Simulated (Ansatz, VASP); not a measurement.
## One calculation of TiSi, two programs

Contents of INCAR:

```
ALGO = Normal
EDIFF = 1E-7
ENCUT = 520
GGA = PS
ISIF = 2
ISMEAR = 0
LASPH = True
LCHARG = True
LELF = True
LREAL = False
LVHAR = True
LWAVE = False
NBANDS = 42
NELM = 60
PREC = Accurate
SIGMA = 0.15
```

The input KPOINTS:

```
k-points
0
Gamma
  6 12 8
```

Contents of POSCAR:

```
TiSi
1.0
    6.4518128620      0.0000000000      0.0000000000
    0.0000000000      3.6224438893      0.0000000000
    0.0000000000      0.0000000000      4.5915126065
Ti Si
4 4
Direct
    0.6761122807      0.2500000000      0.3705866206
    0.3238877193      0.7500000000      0.6294133794
    0.8238877193      0.7500000000      0.8705866206
    0.1761122807      0.2500000000      0.1294133794
    0.5441211300      0.2500000000      0.8536272412
    0.4558788700      0.7500000000      0.1463727588
    0.9558788700      0.7500000000      0.3536272412
    0.0441211300      0.2500000000      0.6463727588
```

Input for Ansatz:

```yaml
crystal:
  lattice:
    - [6.451812862, 0.0, 0.0]
    - [0.0, 3.6224438893, 0.0]
    - [0.0, 0.0, 4.5915126065]
  atoms:
    - { symbol: Ti, position: [0.6761122807, 0.25, 0.3705866206] }
    - { symbol: Ti, position: [0.3238877193, 0.75, 0.6294133794] }
    - { symbol: Ti, position: [0.8238877193, 0.75, 0.8705866206] }
    - { symbol: Ti, position: [0.1761122807, 0.25, 0.1294133794] }
    - { symbol: Si, position: [0.54412113, 0.25, 0.8536272412] }
    - { symbol: Si, position: [0.45587887, 0.75, 0.1463727588] }
    - { symbol: Si, position: [0.95587887, 0.75, 0.3536272412] }
    - { symbol: Si, position: [0.04412113, 0.25, 0.6463727588] }
basis:
  ecutwfc: 420
kpoints:
  mp_grid: { grid: [6, 12, 8] }
hamiltonian:
  xc: pbesol
scf:
  occupations: { method: gaussian, width: 0.15 }
output:
  forces: true
  stress: true
  eigenvalues: true
```

Change from the starting cell: strain -0.0750 x Voigt [0, 0, 1, 0, 0, 0], atoms carried along.

Alike in both runs: task single point; functional PBEsol; k mesh 6 × 12 × 8; occupations gaussian, width 0.15 eV; no spin polarisation.

|  | VASP | Ansatz |
| --- | --- | --- |
| version | VASP 6.6.1 | Ansatz 0.2.0 |
| potentials or method | VASP PAW PBE potentials, release 64 (Ti_sv, Si), cutoff 520 eV | scalar-relativistic, plane waves, PAW |
| valence electrons in the cell | 64 | 64 |

|  | VASP | Ansatz | Ansatz less VASP |
| --- | --- | --- | --- |
| gap on the k mesh at the Fermi level (eV) | none | none | - |
| pressure (GPa) | 16.6 | 16.5 | -0.15 |
| traceless stress, the component that is largest in VASP (GPa) | 20.87 | 20.84 | -0.036 |
| rms of the force components (eV/Å) | 0.329 | 0.327 | -0.0020 |

VASP's potentials were made for PBE, not for PBEsol. Atom by atom the forces differ by 0.002 eV/Å (rms over components). A gap of «none» marks a metal or a gap that the smearing closes.
